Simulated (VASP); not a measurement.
A run of VASP 6.6.1 is set up as follows.

INCAR

```
PREC     = Accurate       # precision mode
ENCUT    = 520            # plane-wave cutoff, eV
EDIFF    = 1E-7           # SCF threshold, eV
ISMEAR   = 0              # smearing method
SIGMA    = 0.15           # smearing width, eV
LREAL    = F              # projectors in reciprocal space
LASPH    = T              # aspherical terms in the spheres
NELM     = 100            # most SCF steps
ALGO     = Fast           # electronic algorithm
ISIF     = 2              # what is computed and relaxed
LWAVE    = F              # write WAVECAR
LCHARG   = F              # write CHGCAR
NBANDS   = 31             # bands
```

The input KPOINTS:

```
Automatic mesh
0
Gamma
  10 8 8
```

File POSCAR:

```
TiAl3
1.0
   -3.9105245017      0.0000000000      0.0000000000
    0.0000000000      3.9105245017      3.9105245017
    0.0000000000      3.9105245017     -3.9105245017
Ti Al
2 6
Direct
    0.0000000000      0.5000000000      0.5000000000
    0.0000000000      0.0000000000      0.0000000000
    0.5000000000      0.7500000000      0.7500000000
    0.5000000000      0.2500000000      0.2500000000
    0.5000000000      0.7500000000      0.2500000000
    0.5000000000      0.2500000000      0.7500000000
    0.0000000000      0.5000000000      0.0000000000
    0.0000000000      0.0000000000      0.5000000000
```

Potentials or basis: VASP PAW LDA potentials, release 64 (Ti_sv, Al).

The run is started by

```console
$ cat potpaw_LDA.64/Ti_sv/POTCAR potpaw_LDA.64/Al/POTCAR > POTCAR
$ mpirun -np 1 vasp_std > vasp.out
```

**Question.** What does it give for the band gap on the k mesh?

**Answer.** Zero (bands 21 and 22 overlap by 1.35 eV).

**Question.** What does it give for the pressure?

**Answer.** 0.2 GPa.
